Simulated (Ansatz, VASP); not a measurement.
## SiC: VASP beside Ansatz

```xyz
2
Lattice="0.0000 2.1891 2.1891 2.1891 0.0000 2.1891 2.1205 2.1205 0.0686" Properties=species:S:1:pos:R:3 pbc="T T T"
Si    0.0000    0.0000    0.0000
C     3.2322    3.2322    3.3350
```

Alike in both runs: task single point; functional PBE; k mesh 12 × 12 × 12; occupations gaussian, width 0.05 eV; no spin polarisation.

|  | VASP | Ansatz |
| --- | --- | --- |
| version | VASP 6.6.1 | Ansatz 0.2.0 |
| potentials or method | VASP PAW PBE potentials, release 64 (Si, C), cutoff 520 eV | scalar-relativistic, plane waves, PAW |
| valence electrons in the cell | 8 | 8 |

|  | VASP | Ansatz | Ansatz less VASP |
| --- | --- | --- | --- |
| gap on the k mesh at the Fermi level (eV) | 1.11 | 1.12 | +0.005 |
| least direct gap on the mesh (eV) | 4.25 | 4.26 | +0.006 |
| pressure (GPa) | 12.2 | 12.3 | +0.08 |
| traceless stress, the component that is largest in VASP (GPa) | 10.03 | 10.00 | -0.032 |
| rms of the force components (eV/Å) | 0.405 | 0.406 | +0.0010 |

Atom by atom the forces differ by 0.001 eV/Å (rms over components).
